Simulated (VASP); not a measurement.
# BeTe (F-43m) in VASP: a series of runs

The runs below take BeTe through single point, with PBE.

Program: VASP 6.6.1. These are calculated values, not measurements. Logs are shortened: lines on timing, memory, paths and dates and some standing lists are left out, and cuts for length are marked.

**1. The cell of the first run**

The structure is cubic, space group F-43m (No. 216). Conventional cell: a = 5.792 Å, b = 5.792 Å, c = 5.792 Å, α = 90.00°, β = 90.00°, γ = 90.00°. Be (site symmetry -43m) has 4 Te at 2.51 Å within 3.3 Å. Te (site symmetry -43m) has 4 Be at 2.51 Å within 3.3 Å.

**2. Single point, PBE**

INCAR reads:

```
SYSTEM = BeTe
PREC = Accurate
ENCUT = 600
EDIFF = 1E-6
ISMEAR = 1
SIGMA = 0.06802846561497
LREAL = .FALSE.
LASPH = .TRUE.
NELM = 120
ALGO = Normal
ISIF = 2
LWAVE = .FALSE.
LCHARG = .TRUE.
GGA = PE
LELF = .TRUE.
LVHAR = .TRUE.
NBANDS = 11
GGA_COMPAT = .FALSE.
```

KPOINTS reads:

```
regular mesh
0
G
  4 4 4
  0 0 0
```

POSCAR reads:

```
BeTe
1.0
    0.0000000000      2.8960418759      2.8960418759
    2.8960418759      0.0000000000      2.8960418759
    2.8960418759      2.8960418759      0.0000000000
Be Te
1 1
Direct
    0.0000000000      0.0000000000      0.0000000000
    0.7500000000      0.7500000000      0.7500000000
```

Potentials or basis: VASP PAW PBE potentials, release 64 (Be, Te).

Command:

```sh
$ cat potpaw_PBE.64/Be/POTCAR potpaw_PBE.64/Te/POTCAR > POTCAR
$ mpirun -np 1 vasp_std > vasp.out
```

OUTCAR:

```text
SYSTEM = BeTe
   PREC = Accurate
   ENCUT = 600
   EDIFF = 1E-6
   ISMEAR = 1
   LREAL = .FALSE.
   LASPH = .TRUE.
   NELM = 120
   ISIF = 2
   GGA = PE

 ion  position               nearest neighbor table
   1  0.000  0.000  0.000-   2 2.51   2 2.51   2 2.51   2 2.51
   2  0.750  0.750  0.750-   1 2.51   1 2.51   1 2.51   1 2.51

  LATTYP: Found a face centered cubic cell.
 ALAT       =     5.7920837518

  Lattice vectors:

 A1 = (   0.0000000000,   2.8960418759,   2.8960418759)
 A2 = (   2.8960418759,   0.0000000000,   2.8960418759)
 A3 = (   2.8960418759,   2.8960418759,   0.0000000000)

Analysis of symmetry for initial positions (statically):
=====================================================================
 Subroutine PRICEL returns:
 Original cell was already a primitive cell.

 Routine SETGRP: Setting up the symmetry group for a
 face centered cubic supercell.

 Subroutine GETGRP returns: Found 24 space group operations
 (whereof 24 operations were pure point group operations)
 out of a pool of 48 trial point group operations.

The static configuration has the point symmetry T_d .

Analysis of symmetry for dynamics (positions and initial velocities):
=====================================================================
 Subroutine PRICEL returns:
 Original cell was already a primitive cell.

 Routine SETGRP: Setting up the symmetry group for a
 face centered cubic supercell.

 Subroutine GETGRP returns: Found 24 space group operations
 (whereof 24 operations were pure point group operations)
 out of a pool of 48 trial point group operations.

The dynamic configuration has the point symmetry T_d .

 Subroutine INISYM returns: Found 24 space group operations
 (whereof 24 operations are pure point group operations),
 and found     1 'primitive' translations

----------------------------------------------------------------------------------------

                                     Primitive cell

  volume of cell :      48.5785

  direct lattice vectors                    reciprocal lattice vectors
     0.000000000  2.896041876  2.896041876    -0.172649437  0.172649437  0.172649437
     2.896041876  0.000000000  2.896041876     0.172649437 -0.172649437  0.172649437
     2.896041876  2.896041876  0.000000000     0.172649437  0.172649437 -0.172649437

  length of vectors
     4.095621698  4.095621698  4.095621698     0.299037597  0.299037597  0.299037597

  position of ions in fractional coordinates (direct lattice)
     0.000000000  0.000000000  0.000000000
     0.750000000  0.750000000  0.750000000

  ion indices of the primitive-cell ions
   primitive index   ion index
                 1           1
                 2           2

----------------------------------------------------------------------------------------

 KPOINTS: regular mesh

Automatic generation of k-mesh.
 Grid dimensions read from file:
 generate k-points for:    4    4    4

 Generating k-lattice:

  Cartesian coordinates                     Fractional coordinates (reciprocal lattice)
    -0.043162359  0.043162359  0.043162359     0.250000000  0.000000000  0.000000000
     0.043162359 -0.043162359  0.043162359     0.000000000  0.250000000  0.000000000
     0.043162359  0.043162359 -0.043162359     0.000000000  0.000000000  0.250000000

  Length of vectors
     0.074759399  0.074759399  0.074759399

  Shift w.r.t. Gamma in fractional coordinates (k-lattice)
     0.000000000  0.000000000  0.000000000

 Subroutine IBZKPT returns following result:
 ===========================================

 Found      8 irreducible k-points:

 Following reciprocal coordinates:
            Coordinates               Weight
  0.000000  0.000000  0.000000      1.000000
  0.250000  0.000000  0.000000      8.000000
  0.500000  0.000000  0.000000      4.000000
  0.250000  0.250000  0.000000      6.000000
  0.500000  0.250000  0.000000     24.000000
 -0.250000  0.250000  0.000000     12.000000
  0.500000  0.500000  0.000000      3.000000
 -0.250000  0.500000  0.250000      6.000000
   k-points           NKPTS =      8   k-points in BZ     NKDIM =      8   number of bands    NBANDS=     11
   number of dos      NEDOS =    301   number of ions     NIONS =      2
   total plane-waves  NPLWV =  46656
   dimension x,y,z NGX =    36 NGY =   36 NGZ =   36
   dimension x,y,z NGXF=    72 NGYF=   72 NGZF=   72
   ions per type =               1   1
   NGX,Y,Z   is equivalent  to a cutoff of  14.61, 14.61, 14.61 a.u.
   NGXF,Y,Z  is equivalent  to a cutoff of  29.23, 29.23, 29.23 a.u.
 SYSTEM =  BeTe
   PREC   = accura    normal or accurate (medium, high low for compatibility)
   ISTART =      0    job   : 0-new  1-cont  2-samecut
   ICHARG =      2    charge: 1-file 2-atom 10-const
   ISPIN  =      1    spin polarized calculation?
   LNONCOLLINEAR =      F non collinear calculations
   LSORBIT =      F    spin-orbit coupling
   LASPH  =      T    aspherical Exc in radial PAW
   ENCUT  =  600.0 eV  44.10 Ry    6.64 a.u.   8.18  8.18  8.18*2*pi/ulx,y,z
   NELM   =    120;   NELMIN=  2; NELMDL= -5     # of ELM steps
   EDIFF  = 0.1E-05   stopping-criterion for ELM
   LREAL  =      F    real-space projection
   EDIFFG = 0.1E-04   stopping-criterion for IOM
   NSW    =      0    number of steps for IOM
   IBRION =     -1    ionic relax: 0-MD 1-quasi-New 2-CG
   NFREE  =      0    steps in history (QN), initial steepest desc. (CG)
   ISIF   =      2    stress and relaxation
   ISYM   =      2    0-nonsym 1-usesym 2-fastsym
   POTIM  = 0.5000    time-step for ionic-motion
   TEBEG  =    0.0;   TEEND  =   0.0 temperature during run
   PSTRESS=    0.0 pullay stress
   NELECT =       8.0000    total number of electrons
   NUPDOWN=      -1.0000    fix difference up-down
   EMIN   =  10.00;   EMAX   =-10.00  energy-range for DOS
   EFERMI =   0.00;   METHOD = LEGACY
   ISMEAR =     1;   SIGMA  =   0.07  broadening in eV -4-tet -1-fermi 0-gaus
   EFERMI_NEDOS =   21; number of points for ismear=-14 and -15
   IALGO  =     38    algorithm
   IMIX   =      4    mixing-type and parameters
     AMIX     =   0.40;   BMIX     =  1.00
     AMIX_MAG =   1.60;   BMIX_MAG =  1.00
  volume/ion in A,a.u.               =      24.29       163.91
  Fermi-wavevector in a.u.,A,eV,Ry     =   0.897339  1.695725 10.955652  0.805218
  Thomas-Fermi vector in A             =   2.019911
   LORBIT       =      0    0 simple, 1 ext, 2 COOP (PROOUT), +10 PAW based schemes
   GGA     = PE    functional components
   LHFCALC =     F    Hartree Fock is set to
   AEXX    =    0.0000 exact exchange contribution
   IVDW    =     0    specifies the selected vdW correction
   LEPSILON=     F    determine dielectric tensor
   LRPA    =     F    only Hartree local field effects (RPA)
 non-spin polarized calculation
 Methfessel and Paxton  Order N= 1 SIGMA  =   0.07
  energy-cutoff  :      600.00
  volume of cell :       48.58
 maximum number of plane-waves:      1639
 NGX is ok and might be reduce to    36
   NGX = 17   NGY = 17   NGZ = 17

 number of electron       8.0000000 magnetization

 Free energy of the ion-electron system (eV)
  ---------------------------------------------------
  ext. energy  EPLUGINS =         0.00000000
  ---------------------------------------------------
  free energy    TOTEN  =        -7.52327283 eV

  energy without entropy =       -7.52345771  energy(sigma->0) =       -7.52333446

 E-fermi :   4.2741     XC(G=0):  -8.7094

 val. band max:        4.2168747375   @ k =   0.0000   0.0000   0.0000
 cond. band min:       6.3731830368   @ k =   0.5000   0.5000   0.0000
 fundamental gap:      2.1563082993
 Fermi energy:         4.2741466701

 k-point     1 :       0.0000    0.0000    0.0000
  band No.  band energies     occupation
      1      -7.5546      2.00000
      2       4.2169      2.00000
      3       4.2169      2.00000
      4       4.2169      2.00000
      5       7.4435      0.00000
      6       7.8727      0.00000
      7       7.8727      0.00000
      8       7.8727      0.00000
      9      12.3942      0.00000
     10      14.2751      0.00000
     11      14.2751      0.00000

 k-point     2 :       0.2500    0.0000    0.0000
  band No.  band energies     occupation
      1      -7.0698      2.00000
      2       1.1679      2.00000
      3       3.6280      2.00000
      4       3.6280      2.00000
      5       7.3244      0.00000
      6       8.6716      0.00000
      7       8.6716      0.00000
      8      10.7969      0.00000
      9      13.1494      0.00000
     10      13.1759      0.00000
     11      13.1759      0.00000

 k-point     3 :       0.5000    0.0000    0.0000
  band No.  band energies     occupation
      1      -6.4079      2.00000
      2      -0.8178      2.00000
      3       3.2153      2.00000
      4       3.2153      2.00000
      5       7.0645      0.00000
      6       8.8192      0.00000
      7       8.8192      0.00000
      8      12.0297      0.00000
      9      14.7794      0.00000
     10      15.3928      0.00000
     11      15.3928      0.00000

 k-point     4 :       0.2500    0.2500    0.0000
  band No.  band energies     occupation
      1      -6.9046      2.00000
      2       1.4817      2.00000
      3       2.7404      2.00000
      4       2.7404      2.00000
      5       6.9269      0.00000
      6       8.5134      0.00000
      7      10.4243      0.00000
      8      10.4243      0.00000
      9      12.3663      0.00000
     10      14.6973      0.00000
     11      15.2118      0.00000

 k-point     5 :       0.5000    0.2500    0.0000
  band No.  band energies     occupation
      1      -6.2250      2.00000
      2      -0.2183      2.00000
      3       1.5379      2.00000
      4       2.4305      2.00000
      5       7.2515      0.00000
      6       9.6043      0.00000
      7      10.4650      0.00000
      8      10.8596      0.00000
      9      14.2094      0.00000
     10      15.6623      0.00000
     11      15.9408      0.00000

 k-point     6 :      -0.2500    0.2500    0.0000
  band No.  band energies     occupation
      1      -6.4601      2.00000
      2       0.2117      2.00000
      3       1.3892      2.00000
      4       3.1537      2.00000
      5       7.9154      0.00000
      6       9.6272      0.00000
      7      10.1711      0.00000
      8      10.5294      0.00000
      9      12.5824      0.00000
     10      13.7661      0.00000
     11      16.0762      0.00000

 k-point     7 :       0.5000    0.5000    0.0000
  band No.  band energies     occupation
      1      -5.9931      2.00000
      2      -0.4756      2.00000
      3       1.8657      2.00000
      4       1.8657      2.00000
      5       6.3732      0.00000
      6       6.9718      0.00000
      7      13.3844      0.00000
      8      13.3844      0.00000
      9      15.2631      0.00000
     10      16.3517      0.00000
     11      17.2552      0.00000

 k-point     8 :      -0.2500    0.5000    0.2500
  band No.  band energies     occupation
      1      -5.9685      2.00000
      2      -0.0233      2.00000
      3       0.9435      2.00000
      4       1.3873      2.00000
      5       9.4508      0.00000
      6       9.5786      0.00000
      7       9.8094      0.00000
      8      10.0386      0.00000
      9      14.6688      0.00000
     10      15.2875      0.00000
     11      16.6441      0.00000

------------------------ aborting loop because EDIFF is reached ----------------------------------------

  FORCE on cell =-STRESS in cart. coord.  units (eV):
  Direction    XX          YY          ZZ          XY          YZ          ZX
  --------------------------------------------------------------------------------------
  -------------------------------------------------------------------------------------
  Total       -0.8653449     -0.8653449     -0.8653449     -0.0000000     -0.0000000     -0.0000000
  in kB      -28.5400869    -28.5400869    -28.5400869     -0.0000000     -0.0000000     -0.0000000
  external PRESSURE =     -28.5400869 kB  Pullay stress =       0.0000000 kB

 VOLUME and BASIS-vectors are now :
 -----------------------------------------------------------------------------
  energy-cutoff  :      600.00
  volume of cell :       48.58
      direct lattice vectors                 reciprocal lattice vectors
     0.000000000  2.896041876  2.896041876    -0.172649437  0.172649437  0.172649437
     2.896041876  0.000000000  2.896041876     0.172649437 -0.172649437  0.172649437
     2.896041876  2.896041876  0.000000000     0.172649437  0.172649437 -0.172649437

 POSITION                                       TOTAL-FORCE (eV/Angst)
 -----------------------------------------------------------------------------------
      0.00000      0.00000      0.00000         0.000000      0.000000      0.000000
      4.34406      4.34406      4.34406        -0.000000     -0.000000     -0.000000
 -----------------------------------------------------------------------------------
    total drift:                               -0.000000     -0.000000     -0.000000

  FREE ENERGIE OF THE ION-ELECTRON SYSTEM (eV)
  ---------------------------------------------------
  free  energy   TOTEN  =        -7.5232728265 eV

  energy  without entropy=       -7.5234577121  energy(sigma->0) =       -7.52333446
```

Run time: 7.7 s. Hardware: 1 thread of Intel Xeon Platinum 8488C (Sapphire Rapids), shared host; peak memory 0.19 GiB.

What came out:

```
Free energy            : -7.5233 eV
Pressure               : -2.9 GPa
Band gap on the k mesh : 2.16 eV, indirect (least direct gap 3.23 eV)
```

Caveat: the k points lie up to 0.47 Å⁻¹ apart; spin-orbit coupling is left out, which moves the levels of the heavy elements.

**3. Single point, PBE**

This run uses another cell than the first one, of 22.70 Å³/atom, 0.935 times its volume.

INCAR reads:

```
PREC     = Accurate       # precision mode
ENCUT    = 600            # plane-wave cutoff, eV
EDIFF    = 1E-6           # SCF threshold, eV
ISMEAR   = 1              # smearing method
SIGMA    = 0.13605693122994 # smearing width, eV
LREAL    = F              # projectors in reciprocal space
LASPH    = T              # aspherical terms in the spheres
NELM     = 120            # most SCF steps
ALGO     = Normal         # electronic algorithm
ISIF     = 2              # what is computed and relaxed
LWAVE    = F              # write WAVECAR
LCHARG   = F              # write CHGCAR
GGA      = PE             # functional
NBANDS   = 11             # bands
GGA_COMPAT= F
```

KPOINTS reads:

```
Automatic mesh
0
Gamma
  5 5 5
```

POSCAR reads:

```
BeTe
1.0
    0.0000000000      2.8314587876      2.8314587876
    2.8314587876      0.0000000000      2.8314587876
    2.8314587876      2.8314587876      0.0000000000
Be Te
1 1
Direct
    0.0000000000      0.0000000000      0.0000000000
    0.7500000000      0.7500000000      0.7500000000
```

Potentials or basis: VASP PAW PBE potentials, release 64 (Be, Te).

Command:

```sh
$ cat potpaw_PBE.64/Be/POTCAR potpaw_PBE.64/Te/POTCAR > POTCAR
$ mpirun -np 1 vasp_std > vasp.out
```

Wall time 6.5 s (1 thread of Intel Xeon Platinum 8488C (Sapphire Rapids), shared host); peak memory 0.17 GiB.

It converged, with:

| Quantity | Value |
| --- | --- |
| Free energy | -7.6038 eV |
| Pressure | 0.3 GPa |
| Band gap on the k mesh | 2.11 eV, indirect (least direct gap 3.62 eV) |

Levels at points of the mesh, in eV from the valence-band top:
```
           k point  band 1  band 2  band 3  band 4  band 5  band 6  band 7  band 8  band 9
(0.00, 0.00, 0.00)  -12.19    0.00    0.00    0.00    3.62    3.62    3.62    3.70    8.29
```

Caveat: spin-orbit coupling is left out, which moves the levels of the heavy elements. Expect the measured gap to be larger: semilocal functionals such as PBE lack the derivative discontinuity.

(Part 1 of 2 ends here.)
